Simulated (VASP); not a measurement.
Input of a VASP 6.6.1 run:

The input INCAR:

```
SYSTEM = MgS
PREC = Accurate
ENCUT = 520
EDIFF = 1E-7
ISMEAR = -1
SIGMA = 0.02
LREAL = .FALSE.
LASPH = .TRUE.
NELM = 60
ALGO = Normal
ISIF = 2
LWAVE = .FALSE.
LCHARG = .FALSE.
GGA = PE
NBANDS = 11
```

Contents of KPOINTS:

```
Automatic mesh
0
G
  8 8 8
  0 0 0
```

File POSCAR:

```
MgS
1.0
    0.1321770109      2.8498187785      2.8498187785
    2.8498187785      0.1321770109      2.8498187785
    2.8498187785      2.8498187785      0.1321770109
Mg S
1 1
Direct
    0.0044225808      0.0044225808      0.0044225808
    0.2455774192      0.2455774192      0.2455774192
```

Potentials or basis: VASP PAW PBE potentials, release 64 (Mg, S).

Command:

```bash
$ cat potpaw_PBE.64/Mg/POTCAR potpaw_PBE.64/S/POTCAR > POTCAR
$ mpirun -np 1 vasp_std > vasp.out
```

Task: Estimate the band gap on the k mesh.

Result: 3.45 eV, direct.

Task: Estimate the largest force.

Result: 0.016 eV/Å.

Task: Predict the pressure.

Result: 4.2 GPa.

Forces in eV/Å, atoms in the order of the input:
```
Mg   0.009  0.009  0.009
S   -0.009 -0.009 -0.009
```

Caveat: the cell differs from its parent crystal (epitaxial 111 strain -4.0%). A k mesh can miss the band edges.
